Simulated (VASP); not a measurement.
SiGe, 4 atoms in the cell. Symmetry: P6_3mc, No. 186, hexagonal system. Conventional cell: a = 3.904 Å, b = 3.904 Å, c = 6.451 Å, α = 90.00°, β = 90.00°, γ = 120.00°. Within 3.1 Å of Si (site symmetry 3m) lie 4 Ge at 2.35 to 2.56 Å. Ge (site symmetry 3m) has 4 Si at 2.35 to 2.56 Å within 3.1 Å.  This cell differs from its parent crystal: atoms displaced along a vibrational mode.

| Property | Result |
| --- | --- |
| Program | VASP 6.6.1 |
| Task | single point |
| Functional | r2SCAN |
| Potentials or basis | VASP PAW PBE potentials, release 64 (Si, Ge_d) |
| Cutoff | 550 eV |
| k mesh | 12 × 12 × 4 |
| Occupations | gaussian, width 0.05 eV |
| Spin | no spin polarisation |
| Dipole correction | no |
| Further INCAR settings | ALGO = Normal; EDIFF = 1e-06; NBANDS = 26 |

Potentials or basis: VASP PAW PBE potentials, release 64 (Si, Ge_d).

Run with:

```sh
$ cat potpaw_PBE.64/Si/POTCAR potpaw_PBE.64/Ge_d/POTCAR > POTCAR
$ cp INCAR.step1 INCAR
$ mpirun -np 1 vasp_std > vasp.out
$ cp INCAR.step2 INCAR
$ mpirun -np 1 vasp_std > vasp.out
```

Hardware: 1 thread of Intel Xeon 8259CL, on a shared host.

Question: How long does it take, and how much memory?

Answer: Wall time 5.7 min on 1 thread of Intel Xeon 8259CL, on a shared host, peak memory 0.29 GiB. Counts: k points 57.
